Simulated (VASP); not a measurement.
# Te2Mo in VASP: further runs

The runs below take Te2Mo through single point, with PBEsol.

All numbers are computed with VASP 6.6.1; they aren't measurements. Logs are shortened: lines on timing, memory, paths and dates and some standing lists are left out, and cuts for length are marked.

## Step 1: The cell of the first run

The cell holds a sheet with vacuum, 3 atoms: a = 3.520 Å, b = 3.520 Å, c = 17.620 Å, α = 90.00°, β = 90.00°, γ = 120.00°.

## Step 2: Single point, PBEsol

INCAR reads:

```
SYSTEM = Te2Mo
PREC = Accurate
ENCUT = 400
EDIFF = 1E-6
ISMEAR = 0
SIGMA = 0.03
LREAL = .FALSE.
LASPH = .TRUE.
NELM = 120
ALGO = Normal
ISIF = 2
LWAVE = .FALSE.
LCHARG = .FALSE.
LDIPOL = .TRUE.
IDIPOL = 3
DIPOL = 0.5 0.5 0.500
GGA = PS
NBANDS = 20
GGA_COMPAT = .FALSE.
NELMDL = -8
```

KPOINTS reads:

```
Automatic mesh
0
G
  12 12 1
  0 0 0
```

POSCAR reads:

```
Te2Mo
1.0
    3.5200000000      0.0000000000      0.0000000000
   -1.7600000000      3.0484094213      0.0000000000
    0.0000000000      0.0000000000     17.6200000000
Te Mo
2 1
Direct
    0.6666670000      0.3333330000      0.3972758229
    0.6666670000      0.3333330000      0.6027241771
    0.3333330000      0.6666670000      0.5000000000
```

Potentials or basis: VASP PAW PBE potentials, release 64 (Te, Mo_sv).

On the command line:

```console
$ cat potpaw_PBE.64/Te/POTCAR potpaw_PBE.64/Mo_sv/POTCAR > POTCAR
$ mpirun -np 1 vasp_std > vasp.out
```

OUTCAR:

```text
SYSTEM = Te2Mo
   PREC = Accurate
   ENCUT = 400
   EDIFF = 1E-6
   ISMEAR = 0
   LREAL = .FALSE.
   LASPH = .TRUE.
   NELM = 120
   ISIF = 2
   GGA = PS
   NELMDL = -8

 ion  position               nearest neighbor table
   1  0.667  0.333  0.397-   3 2.72   3 2.72   3 2.72   2 3.62
   2  0.667  0.333  0.603-   3 2.72   3 2.72   3 2.72   1 3.62
   3  0.333  0.667  0.500-   1 2.72   2 2.72   1 2.72   2 2.72   1 2.72   2 2.72

  LATTYP: Found a hexagonal cell.
 ALAT       =     3.5200000000
 C/A-ratio  =     5.0056818182

  Lattice vectors:

 A1 = (   3.5200000000,   0.0000000000,   0.0000000000)
 A2 = (  -1.7600000000,   3.0484094213,   0.0000000000)
 A3 = (   0.0000000000,   0.0000000000,  17.6200000000)

Analysis of symmetry for initial positions (statically):
=====================================================================
 Subroutine PRICEL returns:
 Original cell was already a primitive cell.

 Routine SETGRP: Setting up the symmetry group for a
 hexagonal supercell.

 Subroutine GETGRP returns: Found 12 space group operations
 (whereof 12 operations were pure point group operations)
 out of a pool of 24 trial point group operations.

The static configuration has the point symmetry D_3h.

Analysis of symmetry for dynamics (positions and initial velocities):
=====================================================================
 Subroutine PRICEL returns:
 Original cell was already a primitive cell.

 Routine SETGRP: Setting up the symmetry group for a
 hexagonal supercell.

 Subroutine GETGRP returns: Found 12 space group operations
 (whereof 12 operations were pure point group operations)
 out of a pool of 24 trial point group operations.

The dynamic configuration has the point symmetry D_3h.

 Subroutine INISYM returns: Found 12 space group operations
 (whereof 12 operations are pure point group operations),
 and found     1 'primitive' translations

----------------------------------------------------------------------------------------

                                     Primitive cell

  volume of cell :     189.0697

  direct lattice vectors                    reciprocal lattice vectors
     3.520000000  0.000000000  0.000000000     0.284090909  0.164019963  0.000000000
    -1.760000000  3.048409421  0.000000000     0.000000000  0.328039926  0.000000000
     0.000000000  0.000000000 17.620000000     0.000000000  0.000000000  0.056753689

  length of vectors
     3.520000000  3.520000000 17.620000000     0.328039926  0.328039926  0.056753689

  position of ions in fractional coordinates (direct lattice)
     0.666667000  0.333333000  0.397275823
     0.666667000  0.333333000  0.602724177
     0.333333000  0.666667000  0.500000000

  ion indices of the primitive-cell ions
   primitive index   ion index
                 1           1
                 2           2
                 3           3

----------------------------------------------------------------------------------------

 KPOINTS: Automatic mesh

Automatic generation of k-mesh.
 Grid dimensions read from file:
 generate k-points for:   12   12    1

 Generating k-lattice:

  Cartesian coordinates                     Fractional coordinates (reciprocal lattice)
     0.023674242  0.013668330  0.000000000     0.083333333  0.000000000  0.000000000
     0.000000000  0.027336660  0.000000000     0.000000000  0.083333333  0.000000000
     0.000000000  0.000000000  0.056753689     0.000000000  0.000000000  1.000000000

  Length of vectors
     0.027336660  0.027336660  0.056753689

  Shift w.r.t. Gamma in fractional coordinates (k-lattice)
     0.000000000  0.000000000  0.000000000

 Subroutine IBZKPT returns following result:
 ===========================================

 Found     19 irreducible k-points:

 Following reciprocal coordinates:
            Coordinates               Weight
  0.000000  0.000000  0.000000      1.000000
  0.083333 -0.000000  0.000000      6.000000
  0.166667 -0.000000  0.000000      6.000000
  0.250000  0.000000  0.000000      6.000000
  0.333333 -0.000000  0.000000      6.000000
  0.416667 -0.000000  0.000000      6.000000
[... 11 lines left out ...]
  0.333333  0.250000  0.000000     12.000000
  0.333333  0.333333  0.000000      2.000000
   k-points           NKPTS =     19   k-points in BZ     NKDIM =     19   number of bands    NBANDS=     20
   number of dos      NEDOS =    301   number of ions     NIONS =      3
   total plane-waves  NPLWV =  69120
   dimension x,y,z NGX =    24 NGY =   24 NGZ =  120
   dimension x,y,z NGXF=    48 NGYF=   48 NGZF=  240
   ions per type =               2   1
   NGX,Y,Z   is equivalent  to a cutoff of  11.33, 11.33, 11.32 a.u.
   NGXF,Y,Z  is equivalent  to a cutoff of  22.67, 22.67, 22.64 a.u.
 SYSTEM =  Te2Mo
   PREC   = accura    normal or accurate (medium, high low for compatibility)
   ISTART =      0    job   : 0-new  1-cont  2-samecut
   ICHARG =      2    charge: 1-file 2-atom 10-const
   ISPIN  =      1    spin polarized calculation?
   LNONCOLLINEAR =      F non collinear calculations
   LSORBIT =      F    spin-orbit coupling
   LASPH  =      T    aspherical Exc in radial PAW
   ENCUT  =  400.0 eV  29.40 Ry    5.42 a.u.   5.74  5.74 28.73*2*pi/ulx,y,z
   NELM   =    120;   NELMIN=  2; NELMDL= -8     # of ELM steps
   EDIFF  = 0.1E-05   stopping-criterion for ELM
   LREAL  =      F    real-space projection
   EDIFFG = 0.1E-04   stopping-criterion for IOM
   NSW    =      0    number of steps for IOM
   IBRION =     -1    ionic relax: 0-MD 1-quasi-New 2-CG
   NFREE  =      0    steps in history (QN), initial steepest desc. (CG)
   ISIF   =      2    stress and relaxation
   ISYM   =      2    0-nonsym 1-usesym 2-fastsym
   POTIM  = 0.5000    time-step for ionic-motion
   TEBEG  =    0.0;   TEEND  =   0.0 temperature during run
   PSTRESS=    0.0 pullay stress
   NELECT =      26.0000    total number of electrons
   NUPDOWN=      -1.0000    fix difference up-down
   EMIN   =  10.00;   EMAX   =-10.00  energy-range for DOS
   EFERMI =   0.00;   METHOD = LEGACY
   ISMEAR =     0;   SIGMA  =   0.03  broadening in eV -4-tet -1-fermi 0-gaus
   EFERMI_NEDOS =   21; number of points for ismear=-14 and -15
   IALGO  =     38    algorithm
   IMIX   =      4    mixing-type and parameters
     AMIX     =   0.40;   BMIX     =  1.00
     AMIX_MAG =   1.60;   BMIX_MAG =  1.00
  volume/ion in A,a.u.               =      63.02       425.30
  Fermi-wavevector in a.u.,A,eV,Ry     =   0.845004  1.596826  9.714987  0.714031
  Thomas-Fermi vector in A             =   1.960123
   LORBIT       =      0    0 simple, 1 ext, 2 COOP (PROOUT), +10 PAW based schemes
   GGA     = PS    functional components
   LHFCALC =     F    Hartree Fock is set to
   AEXX    =    0.0000 exact exchange contribution
   IVDW    =     0    specifies the selected vdW correction
   LEPSILON=     F    determine dielectric tensor
   LRPA    =     F    only Hartree local field effects (RPA)
 non-spin polarized calculation
 Gauss-broadening in eV      SIGMA  =   0.03
  energy-cutoff  :      400.00
  volume of cell :      189.07
 maximum number of plane-waves:      3454
 NGX is ok and might be reduce to    24
   NGX = 11   NGY = 11   NGZ = 57

 number of electron      26.0000001 magnetization

 dipolmoment           0.000000      0.000000     -0.000000 electrons x Angstroem

 Free energy of the ion-electron system (eV)
  ---------------------------------------------------
  ext. energy  EPLUGINS =         0.00000000
  ---------------------------------------------------
  free energy    TOTEN  =       -19.60569417 eV

  energy without entropy =      -19.60569417  energy(sigma->0) =      -19.60569417

 E-fermi :   0.4367     XC(G=0):  -4.7881

 val. band max:        0.1349751543   @ k =   0.3333   0.3333   0.0000
 cond. band min:       1.2831465837   @ k =   0.3333   0.3333   0.0000
 fundamental gap:      1.1481714294
 Fermi energy:         0.4366843889

 k-point     1 :       0.0000    0.0000    0.0000
  band No.  band energies     occupation
      1     -60.4279      2.00000
      2     -34.6262      2.00000
      3     -34.4909      2.00000
      4     -34.4909      2.00000
      5     -12.5332      2.00000
      6     -11.5858      2.00000
[... 12 lines left out ...]
     19       4.8720      0.00000
     20       5.6842      0.00000

 k-point     2 :       0.0833   -0.0000    0.0000
  band No.  band energies     occupation
      1     -60.4272      2.00000
      2     -34.6243      2.00000
      3     -34.4998      2.00000
      4     -34.4930      2.00000
      5     -12.4355      2.00000
      6     -11.5176      2.00000
[... 12 lines left out ...]
     19       4.9906      0.00000
     20       5.8618      0.00000

 k-point     3 :       0.1667   -0.0000    0.0000
  band No.  band energies     occupation
      1     -60.4255      2.00000
      2     -34.6190      2.00000
      3     -34.5238      2.00000
      4     -34.4987      2.00000
      5     -12.1514      2.00000
      6     -11.3199      2.00000
[... 12 lines left out ...]
     19       5.3300      0.00000
     20       6.1733      0.00000

 k-point     4 :       0.2500    0.0000    0.0000
  band No.  band energies     occupation
      1     -60.4230      2.00000
      2     -34.6117      2.00000
      3     -34.5562      2.00000
      4     -34.5063      2.00000
      5     -11.7116      2.00000
      6     -11.0160      2.00000
[... 314 lines left out ...]
 k-point    18 :       0.3333    0.2500    0.0000
  band No.  band energies     occupation
      1     -60.4173      2.00000
      2     -34.5985      2.00000
      3     -34.5947      2.00000
      4     -34.5581      2.00000
      5     -10.2761      2.00000
      6     -10.0449      2.00000
[... 12 lines left out ...]
     19       6.0831      0.00000
     20       7.2642      0.00000

 k-point    19 :       0.3333    0.3333    0.0000
  band No.  band energies     occupation
      1     -60.4169      2.00000
      2     -34.5937      2.00000
      3     -34.5893      2.00000
      4     -34.5726      2.00000
      5     -10.1758      2.00000
      6      -9.9746      2.00000
[... 12 lines left out ...]
     19       5.2434      0.00000
     20       7.4666      0.00000

------------------------ aborting loop because EDIFF is reached ----------------------------------------

 vacuum level on the upper side and lower side of the slab       (xc-potential included)        -0.166        -0.166

  FORCE on cell =-STRESS in cart. coord.  units (eV):
  Direction    XX          YY          ZZ          XY          YZ          ZX
  --------------------------------------------------------------------------------------
  -------------------------------------------------------------------------------------
  Total       -0.9643117     -0.9643117     -0.8752575      0.0000000      0.0000000      0.0000000
  in kB       -8.1715826     -8.1715826     -7.4169365      0.0000000      0.0000000      0.0000000
  external PRESSURE =      -7.9200339 kB  Pullay stress =       0.0000000 kB

 VOLUME and BASIS-vectors are now :
 -----------------------------------------------------------------------------
  energy-cutoff  :      400.00
  volume of cell :      189.07
      direct lattice vectors                 reciprocal lattice vectors
     3.520000000  0.000000000  0.000000000     0.284090909  0.164019963  0.000000000
    -1.760000000  3.048409421  0.000000000     0.000000000  0.328039926  0.000000000
     0.000000000  0.000000000 17.620000000     0.000000000  0.000000000  0.056753689

 POSITION                                       TOTAL-FORCE (eV/Angst)
 -----------------------------------------------------------------------------------
      1.76000      1.01614      7.00000        -0.000000     -0.000000      0.213797
      1.76000      1.01614     10.62000        -0.000000      0.000000     -0.213797
     -0.00000      2.03227      8.81000         0.000000     -0.000000      0.000000
 -----------------------------------------------------------------------------------
    total drift:                                0.002549     -0.001472      0.000000

  FREE ENERGIE OF THE ION-ELECTRON SYSTEM (eV)
  ---------------------------------------------------
  free  energy   TOTEN  =       -19.6056941660 eV

  energy  without entropy=      -19.6056941660  energy(sigma->0) =      -19.60569417

 vacuum level on the upper side and lower side of the slab         4.950         4.950
```

Run time: 2.2 min. Hardware: 1 thread of Intel Xeon 8259CL, shared host; peak memory 0.25 GiB.

What came out:

* Free energy: -19.6057 eV
* Largest force: 0.214 eV/Å
* Band gap on the k mesh: 1.15 eV

Forces in eV/Å, atoms in the order of the input:
```
Te   0.000  0.000  0.214
Te   0.000  0.000 -0.214
Mo   0.000  0.000  0.000
```

Levels at points of the mesh, in eV from the valence-band top:
```
           k point  band 10  band 11  band 12  band 13  band 14  band 15  band 16  band 17
(0.00, 0.00, 0.00)    -1.62    -0.84    -0.84    -0.52     3.17     3.17     3.46     3.46
(0.50, 0.00, 0.00)    -2.28    -1.66    -0.76    -0.24     1.48     1.79     3.31     3.73
```

Caveat: the PAW data sets were made with another functional, which shifts forces and pressure a little; spin-orbit coupling is left out, which moves the levels of the heavy elements.

## Step 3: Single point, PBEsol

This run uses another cell than the first one.

INCAR reads:

```
SYSTEM = Te2Mo
PREC = Accurate
ENCUT = 400
EDIFF = 1E-6
ISMEAR = 0
SIGMA = 0.03
LREAL = .False.
LASPH = .True.
NELM = 120
ALGO = Normal
ISIF = 2
LWAVE = .False.
LCHARG = .False.
LDIPOL = .True.
IDIPOL = 3
DIPOL = 0.5 0.5 0.284
GGA = PS
NBANDS = 20
GGA_COMPAT = .False.
NELMDL = -8
```

KPOINTS reads:

```
Automatic mesh
0
Gamma
  12 12 1
  0 0 0
```

POSCAR reads:

```
Te2Mo
1.0
    3.4910012592      0.0000000000      0.0000000000
   -1.7455006296      3.0232957751      0.0000000000
    0.0000000000      0.0000000000     31.0400000020
Te Mo
2 1
Direct
    0.6666666667      0.3333333333      0.2257304287
    0.6666666667      0.3333333333      0.3419242104
    0.3333333333      0.6666666667      0.2838273196
```

Potentials or basis: VASP PAW PBE potentials, release 64 (Te, Mo_sv).

On the command line:

```console
$ cat potpaw_PBE.64/Te/POTCAR potpaw_PBE.64/Mo_sv/POTCAR > POTCAR
$ mpirun -np 1 vasp_std > vasp.out
```

Wall time 4.2 min (1 thread of Intel Xeon 8259CL, shared host); peak memory 0.38 GiB.

The run converged. Its results:

* Free energy: -19.6133 eV
* Largest force: 0.033 eV/Å
* Band gap on the k mesh: 1.20 eV

Forces in eV/Å, atoms in the order of the input:
```
Te   0.000  0.000 -0.033
Te   0.000  0.000  0.033
Mo   0.000  0.000  0.000
```

Levels at points of the mesh, in eV from the valence-band top:
| k point | band 10 | band 11 | band 12 | band 13 | band 14 | band 15 | band 16 | band 17 |
| --- | --- | --- | --- | --- | --- | --- | --- | --- |
| (0.00, 0.00, 0.00) | -1.64 | -0.83 | -0.83 | -0.56 | 3.29 | 3.29 | 3.59 | 3.59 |
| (0.50, 0.00, 0.00) | -2.30 | -1.68 | -0.78 | -0.19 | 1.54 | 1.84 | 3.38 | 3.84 |

Caveat: the PAW data sets were made with another functional, which shifts forces and pressure a little; spin-orbit coupling is left out, which moves the levels of the heavy elements.
